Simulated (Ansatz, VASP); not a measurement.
One calculation of LiF, two programs

```
Li F
1.0
     0.00000    1.93344    2.01400
     1.93344    0.00000    2.01400
     1.93344    1.93344    0.00000
Li F
1 1
Direct
  0.00000 0.00000 0.00000
  0.50000 0.50000 0.50000
```

Change from the starting cell: strain -0.040 along x and y, +0.000 along z, atoms carried along.

Alike in both runs: task single point; functional r2SCAN; k mesh 10 × 10 × 10; occupations gaussian, width 0.05 eV; no spin polarisation.

|  | VASP | Ansatz |
| --- | --- | --- |
| version | VASP 6.6.1 | Ansatz 0.2.0 |
| potentials or method | VASP PAW PBE potentials, release 64 (Li_sv, F), cutoff 520 eV | scalar-relativistic, plane waves, PAW |
| valence electrons in the cell | 10 | 10 |

```tsv
	VASP	Ansatz	Ansatz less VASP
gap on the k mesh at the Fermi level (eV)	11.03	10.79	-0.238
least direct gap on the mesh (eV)	11.03	10.79	-0.238
```

VASP's potentials were made for PBE, not for r2SCAN.

Noted on VASP's run: the cutoff is short for stress, so the pressure is rough.
